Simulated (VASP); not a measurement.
A run of VASP 6.6.1 is set up as follows.

File INCAR:

```
PREC = Accurate
ENCUT = 600
EDIFF = 1E-6
ISMEAR = -1
SIGMA = 0.05
LREAL = F
LASPH = T
NELM = 100
ALGO = Normal
ISIF = 3
LWAVE = F
LCHARG = F
GGA = PS
IVDW = 12
IBRION = 2
NSW = 60
EDIFFG = -0.01
```

Contents of KPOINTS:

```
regular mesh
0
Gamma
  11 11 11
```

File POSCAR:

```
In
1.0
   -1.6254700000      1.6254700000      2.4737000000
    1.6254700000     -1.6254700000      2.4737000000
    1.6254700000      1.6254700000     -2.4737000000
In
1
Direct
    0.0000000000      0.0000000000      0.0000000000
```

Potentials or basis: VASP PAW PBE potentials, release 64 (In_d).

The run is started by

```console
$ cat potpaw_PBE.64/In_d/POTCAR > POTCAR
$ mpirun -np 1 vasp_std > vasp.out
```

(1) Estimate the band gap on the k mesh.

(2) Predict the dispersion energy per atom.

(3) Estimate the relaxed volume.

Results:

(1) zero (an odd number of electrons rules out a gap without spin polarisation).

(2) -0.387 eV.

(3) 24.29 Å³/atom.

Caveat: the PAW data sets were made with another functional, which shifts forces and pressure a little; spin-orbit coupling is left out, which moves the levels of the heavy elements.
